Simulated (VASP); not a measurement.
# LiF (Fm-3m) in VASP: G0W0 quasiparticle levels with PBE

Aim: the G0W0 quasiparticle levels of LiF with PBE.

Everything below comes from runs of VASP 6.6.1. Logs are shortened: lines on timing, memory, paths and dates and some standing lists are left out, and cuts for length are marked.

### 1 The cell of the first run

Symmetry: Fm-3m, No. 225, cubic system. Conventional cell: a = 3.990 Å, b = 3.990 Å, c = 3.990 Å, α = 90.00°, β = 90.00°, γ = 90.00°. Within 2.6 Å of Li (site symmetry m-3m) lie 6 F at 2.00 Å. Within 2.6 Å of F (site symmetry m-3m) lie 6 Li at 2.00 Å.

### 2 G0W0 quasiparticle levels, PBE

Contents of POSCAR:

```
LiF
1.0
    0.0000000000      1.9951010522      1.9951010522
    1.9951010522      0.0000000000      1.9951010522
    1.9951010522      1.9951010522      0.0000000000
Li F
1 1
Direct
    0.0000000000      0.0000000000      0.0000000000
    0.5000000000      0.5000000000      0.5000000000
```

Contents of INCAR.step1:

```
SYSTEM = LiF
PREC = Accurate ; ENCUT = 500
EDIFF = 1E-8 ; ISMEAR = 0
SIGMA = 0.01 ; LREAL = .FALSE.
LASPH = .TRUE. ; NELM = 60
ALGO = Normal ; LWAVE = .TRUE.
LCHARG = .FALSE. ; GGA = PE
```

Contents of INCAR.step2:

```
SYSTEM = LiF
PREC = Accurate ; ENCUT = 500
EDIFF = 1E-8 ; ISMEAR = 0
SIGMA = 0.01 ; LREAL = .FALSE.
LASPH = .TRUE. ; NELM = 1
ALGO = Exact ; LWAVE = .TRUE.
LCHARG = .FALSE. ; GGA = PE
NBANDS = 121 ; LOPTICS = .TRUE.
ISTART = 1
```

Contents of INCAR.step3:

```
SYSTEM = LiF
PREC = Accurate ; ENCUT = 500
EDIFF = 1E-8 ; ISMEAR = 0
SIGMA = 0.01 ; LREAL = .FALSE.
LASPH = .TRUE. ; ALGO = EVGW0
LWAVE = .FALSE. ; LCHARG = .FALSE.
GGA = PE ; NELMGW = 1
NBANDS = 121 ; ENCUTGW = 200
NOMEGA = 48 ; PRECFOCK = Fast
ISTART = 1 ; NBANDSGW = 12
```

Contents of KPOINTS:

```
regular mesh
0
G
  8 8 8
  0 0 0
```

Potentials or basis: VASP PAW PBE potentials, release 64 (Li_GW, F_GW).

On the command line:

```sh
$ cat potpaw_PBE.64/Li_GW/POTCAR potpaw_PBE.64/F_GW/POTCAR > POTCAR
$ cp INCAR.step1 INCAR
$ mpirun -np 1 vasp_std > vasp.out
$ cp INCAR.step2 INCAR
$ mpirun -np 1 vasp_std > vasp.out
$ cp INCAR.step3 INCAR
$ mpirun -np 1 vasp_std > vasp.out
```

OUTCAR:

```text
SYSTEM = LiF
   PREC = Accurate
   ENCUT = 500
   EDIFF = 1E-8
   ISMEAR = 0
   LREAL = .FALSE.
   LASPH = .TRUE.
   GGA = PE
   NELMGW = 1
   ENCUTGW = 200
   PRECFOCK = Fast
   ISTART = 1

 ion  position               nearest neighbor table
   1  0.000  0.000  0.000-   2 2.00   2 2.00   2 2.00   2 2.00   2 2.00   2 2.00
   2  0.500  0.500  0.500-   1 2.00   1 2.00   1 2.00   1 2.00   1 2.00   1 2.00

  LATTYP: Found a face centered cubic cell.
 ALAT       =     3.9902021044

  Lattice vectors:

 A1 = (   0.0000000000,   1.9951010522,   1.9951010522)
 A2 = (   1.9951010522,   0.0000000000,   1.9951010522)
 A3 = (   1.9951010522,   1.9951010522,   0.0000000000)

Analysis of symmetry for initial positions (statically):
=====================================================================
 Subroutine PRICEL returns:
 Original cell was already a primitive cell.

 Routine SETGRP: Setting up the symmetry group for a
 face centered cubic supercell.

 Subroutine GETGRP returns: Found 48 space group operations
 (whereof 48 operations were pure point group operations)
 out of a pool of 48 trial point group operations.

The static configuration has the point symmetry O_h .

Analysis of symmetry for dynamics (positions and initial velocities):
=====================================================================
 Subroutine PRICEL returns:
 Original cell was already a primitive cell.

 Routine SETGRP: Setting up the symmetry group for a
 face centered cubic supercell.

 Subroutine GETGRP returns: Found 48 space group operations
 (whereof 48 operations were pure point group operations)
 out of a pool of 48 trial point group operations.

The dynamic configuration has the point symmetry O_h .

 Subroutine INISYM returns: Found 48 space group operations
 (whereof 48 operations are pure point group operations),
 and found     1 'primitive' translations

----------------------------------------------------------------------------------------

                                     Primitive cell

  volume of cell :      15.8827

  direct lattice vectors                    reciprocal lattice vectors
     0.000000000  1.995101052  1.995101052    -0.250613872  0.250613872  0.250613872
     1.995101052  0.000000000  1.995101052     0.250613872 -0.250613872  0.250613872
     1.995101052  1.995101052  0.000000000     0.250613872  0.250613872 -0.250613872

  length of vectors
     2.821498966  2.821498966  2.821498966     0.434075960  0.434075960  0.434075960

  position of ions in fractional coordinates (direct lattice)
     0.000000000  0.000000000  0.000000000
     0.500000000  0.500000000  0.500000000

  ion indices of the primitive-cell ions
   primitive index   ion index
                 1           1
                 2           2

----------------------------------------------------------------------------------------

 KPOINTS: regular mesh

Automatic generation of k-mesh.
 Grid dimensions read from file:
 generate k-points for:    8    8    8

 Generating k-lattice:

  Cartesian coordinates                     Fractional coordinates (reciprocal lattice)
    -0.031326734  0.031326734  0.031326734     0.125000000  0.000000000  0.000000000
     0.031326734 -0.031326734  0.031326734     0.000000000  0.125000000  0.000000000
     0.031326734  0.031326734 -0.031326734     0.000000000  0.000000000  0.125000000

  Length of vectors
     0.054259495  0.054259495  0.054259495

  Shift w.r.t. Gamma in fractional coordinates (k-lattice)
     0.000000000  0.000000000  0.000000000

 Subroutine IBZKPT returns following result:
 ===========================================

 Found     29 irreducible k-points:

 Following reciprocal coordinates:
            Coordinates               Weight
  0.000000  0.000000  0.000000      1.000000
  0.125000  0.000000  0.000000      8.000000
  0.250000  0.000000  0.000000      8.000000
  0.375000  0.000000  0.000000      8.000000
  0.500000  0.000000  0.000000      4.000000
  0.125000  0.125000  0.000000      6.000000
[... 16 lines left out ...]
  0.500000  0.250000  0.125000     48.000000
 -0.375000  0.250000  0.125000     24.000000
 [... further k-points ...]
   k-points           NKPTS =     29   k-points in BZ     NKDIM =    512   number of bands    NBANDS=    121
   number of dos      NEDOS =    301   number of ions     NIONS =      2
   total plane-waves  NPLWV =  13824
   dimension x,y,z NGX =    24 NGY =   24 NGZ =   24
   dimension x,y,z NGXF=    48 NGYF=   48 NGZF=   48
   ions per type =               1   1
   NGX,Y,Z   is equivalent  to a cutoff of  14.14, 14.14, 14.14 a.u.
   NGXF,Y,Z  is equivalent  to a cutoff of  28.28, 28.28, 28.28 a.u.
 SYSTEM =  LiF
   PREC   = accura    normal or accurate (medium, high low for compatibility)
   ISTART =      1    job   : 0-new  1-cont  2-samecut
   ICHARG =      0    charge: 1-file 2-atom 10-const
   ISPIN  =      1    spin polarized calculation?
   LNONCOLLINEAR =      F non collinear calculations
   LSORBIT =      F    spin-orbit coupling
   LASPH  =      T    aspherical Exc in radial PAW
   ENCUT  =  500.0 eV  36.75 Ry    6.06 a.u.   5.14  5.14  5.14*2*pi/ulx,y,z
   NELM   =     60;   NELMIN=  2; NELMDL=  0     # of ELM steps
   EDIFF  = 0.1E-07   stopping-criterion for ELM
   LREAL  =      F    real-space projection
   EDIFFG = 0.1E-06   stopping-criterion for IOM
   NSW    =      0    number of steps for IOM
   IBRION =     -1    ionic relax: 0-MD 1-quasi-New 2-CG
   NFREE  =      0    steps in history (QN), initial steepest desc. (CG)
   ISIF   =      0    stress and relaxation
   ISYM   =      3    0-nonsym 1-usesym 2-fastsym
   POTIM  = 0.5000    time-step for ionic-motion
   TEBEG  =    0.0;   TEEND  =   0.0 temperature during run
   PSTRESS=    0.0 pullay stress
   NELECT =       8.0000    total number of electrons
   NUPDOWN=      -1.0000    fix difference up-down
   EMIN   =  10.00;   EMAX   =-10.00  energy-range for DOS
   EFERMI =   0.00;   METHOD = LEGACY
   ISMEAR =     0;   SIGMA  =   0.01  broadening in eV -4-tet -1-fermi 0-gaus
   EFERMI_NEDOS =   21; number of points for ismear=-14 and -15
   IALGO  =     38    algorithm
   IMIX   =      4    mixing-type and parameters
     AMIX     =   0.40;   BMIX     =  1.00
     AMIX_MAG =   1.60;   BMIX_MAG =  1.00
  volume/ion in A,a.u.               =       7.94        53.59
  Fermi-wavevector in a.u.,A,eV,Ry     =   1.302557  2.461475 23.084374  1.696654
  Thomas-Fermi vector in A             =   2.433617
   LORBIT       =      0    0 simple, 1 ext, 2 COOP (PROOUT), +10 PAW based schemes
   GGA     = PE    functional components
   LHFCALC =     T    Hartree Fock is set to
   PRECFOCK=fast      Normal, Fast or Accurate (Low or Medium for compatibility)
   ENCUT4O =  -1.0   cutoff for four orbital integrals eV
   NKREDX  =     1    reduce k-point grid by
   NKREDY  =     1    reduce k-point grid by
   NKREDZ  =     1    reduce k-point grid by
   AEXX    =    1.0000 exact exchange contribution
   HFSCREEN=    0.0000 screening length (either q_TF or 0.3 A-1)
   HFSCREENC=   0.0000 screening length for correlation (either q_TF or 0.3 A-1)
   ENCUTFOCK=  -1.0 apply spherical cutoff to Coloumb kernel
   IVDW    =     0    specifies the selected vdW correction
   LEPSILON=     F    determine dielectric tensor
   LRPA    =     F    only Hartree local field effects (RPA)
   LRPAFORCE           =     F    calculate RPA forces
   ENCUTGW             = 200.0    cutoff for response function in eV
   ENCUTGWSOFT         = 160.0    soft cutoff for Coulomb kernel in GW response function in eV
   ENCUTLF             =  -1.0    cutoff for local field effects
   NELMGW              =     1    number of iterations in solving QP/BSE equation
   NELMHF              =     1    number of iterations in the inner HF iteration
   NKREDLFX            =     1    NKREDLFY  =   1   NKREDLFZ  =   1
 non-spin polarized calculation
 Gauss-broadening in eV      SIGMA  =   0.01
  energy-cutoff  :      500.00
  volume of cell :       15.88
 maximum number of plane-waves:       415
 NGX is ok and might be reduce to    24
  NGX = 14; NGY = 14; NGZ = 14
   NGX = 11   NGY = 11   NGZ = 11
 maximum number of plane-waves:       113

 QP shifts <psi_nk| G(iteration)W_0 |psi_nk>: iteration 1
 for sc-GW calculations column KS-energies equals QP-energies in previous step
 and V_xc(KS)=  KS-energies - (<T + V_ion + V_H > + <T+V_H+V_ion>^1  + <V_x>^1)

 k-point   1 :       0.0000    0.0000    0.0000
  band No.  KS-energies  QP-energies   sigma(KS)   V_xc(KS)     V^pw_x(r,r')   Z            occupation Imag(sigma)

      1     -23.2015     -27.5265     -27.8648     -22.2941     -36.5066       0.7764       2.0000       1.0731
      2      -3.0944      -5.8562     -26.3146     -22.9314     -30.7288       0.8163       2.0000       0.0850
      3      -3.0944      -5.8562     -26.3146     -22.9314     -30.7288       0.8163       2.0000       0.0850
      4      -3.0944      -5.8562     -26.3146     -22.9314     -30.7288       0.8163       2.0000       0.0850
      5       6.2128       7.9049      -8.5940     -10.5107      -5.5303       0.8828       0.0000      -0.0625
      6      21.2243      23.7495      -5.5520      -8.4993      -1.5850       0.8568       0.0000      -0.1309
      7      21.2243      23.7495      -5.5520      -8.4993      -1.5850       0.8568       0.0000      -0.1309
      8      21.2243      23.7495      -5.5520      -8.4993      -1.5850       0.8568       0.0000      -0.1309
      9      21.5150      23.2085      -6.5325      -8.4836      -2.6624       0.8680       0.0000      -0.1495
     10      21.5150      23.2085      -6.5325      -8.4836      -2.6624       0.8680       0.0000      -0.1495
     11      21.5150      23.2085      -6.5325      -8.4836      -2.6624       0.8680       0.0000      -0.1495
     12      24.7170      25.6535      -5.6063      -6.7072      -1.0956       0.8507       0.0000      -0.5243

 k-point   2 :       0.1250    0.0000    0.0000
  band No.  KS-energies  QP-energies   sigma(KS)   V_xc(KS)     V^pw_x(r,r')   Z            occupation Imag(sigma)
[... 353 lines left out ...]
      1     -22.5713     -26.6882     -28.6315     -23.1075     -37.2270       0.7453       2.0000       0.9470
      2      -5.5279      -8.7443     -23.3166     -19.3313     -27.5934       0.8071       2.0000       0.0992
      3      -4.3871      -7.3809     -24.5167     -20.8293     -28.8046       0.8119       2.0000       0.0888
      4      -3.6080      -6.4814     -25.7624     -22.2316     -30.1609       0.8138       2.0000       0.0866
      5       9.6087      11.5884      -8.4424     -10.7078      -5.2824       0.8738       0.0000      -0.0596
      6      12.8970      15.2367      -9.8929     -12.6078      -6.5408       0.8618       0.0000      -0.0634
      7      16.1148      18.4494      -6.4785      -9.1487      -2.8949       0.8743       0.0000      -0.0713
      8      16.3754      18.5984      -7.2331      -9.7991      -3.6079       0.8663       0.0000      -0.0718
      9      24.9631      26.7732      -6.8181      -8.9152      -2.4985       0.8632       0.0000      -0.3806
     10      26.0853      27.8890      -6.3302      -8.4517      -1.9591       0.8501       0.0000      -0.3763
     11      31.7581      33.9893      -6.9244      -9.3657      -2.3090       0.9139       0.0000      -0.9108
     12      33.9337      36.8590      -8.0524     -11.2890      -3.4577       0.9038       0.0000      -0.9153

 [... further k-points ...]
```

Wall time 21 min (1 thread of Intel Xeon Platinum 8259CL at 2.50GHz (Skylake/Cascade Lake), shared host); peak memory 0.92 GiB.

Results:

* Quasiparticle gap: 13.76 eV
* Least direct quasiparticle gap: 13.76 eV
* Band gap of the starting levels on the mesh: 9.31 eV
* Least direct gap of the starting levels on the mesh: 9.31 eV

Caveat: bands, screening cutoff and mesh are small and nothing is extrapolated, so the quasiparticle values aren't converged.
